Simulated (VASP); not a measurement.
## SiWSN2: single point with PBE

Crystal: SiWSN2.

```
Si W S N
1.0
     3.97530    0.00000    0.00000
     0.00000    3.97530    0.00000
     0.00000    0.00000    3.97530
Si W S N
1 1 1 2
Direct
  0.00000 0.00000 0.00000
  0.50000 0.50000 0.50000
  0.00000 0.00000 0.50000
  0.50000 0.00000 0.00000
  0.00000 0.50000 0.00000
```

```yaml
Program: VASP 6.6.1
Task: single point
Functional: PBE
Potentials_or_basis: VASP PAW PBE potentials, release 64 (Si, W_sv, S, N)
Cutoff: 520 eV
k_mesh: 4 × 4 × 4
Occupations: gaussian, width 0.1 eV
Spin: no spin polarisation
```

* Pressure: -14.0 GPa
* Band gap on the k mesh: zero (bands 17 and 18 overlap by 1.51 eV)

Stress tensor (GPa, compression positive):
```
-33.76   0.00   0.00
  0.00 -33.76   0.00
  0.00   0.00  25.53
```

Levels at points of the mesh, in eV from the Fermi level:
```csv
k point,band 13,band 14,band 15,band 16,band 17,band 18,band 19,band 20,band 21,band 22
"(0.00, 0.00, 0.00)",-1.68,-1.26,-1.16,-1.03,-0.78,-0.78,-0.75,-0.59,-0.44,-0.44
"(0.50, 0.00, 0.00)",-2.70,-2.48,-2.28,-2.02,-0.15,0.04,2.22,2.22,2.48,2.82
"(0.00, 0.00, 0.50)",-3.89,-3.27,-1.82,-1.82,-0.87,-0.34,1.89,2.23,2.23,3.21
"(0.50, 0.50, 0.00)",-3.79,-3.79,-1.83,-0.63,-0.35,-0.16,1.86,2.19,2.19,4.25
"(0.00, 0.50, 0.50)",-2.36,-2.22,-2.01,-0.83,0.19,0.24,2.11,2.23,2.63,4.06
"(0.50, 0.50, 0.50)",-1.76,-0.30,0.03,0.06,0.06,0.47,0.50,0.52,0.52,0.70
```

Wall time 56 s on 1 thread of Intel Xeon 8259CL, with other jobs on the host, peak memory 0.19 GiB.

Caveat: the k points lie up to 0.40 Å⁻¹ apart, too coarse for converged energies and pressures of a metal; spin-orbit coupling is left out, which moves the levels of the heavy elements.
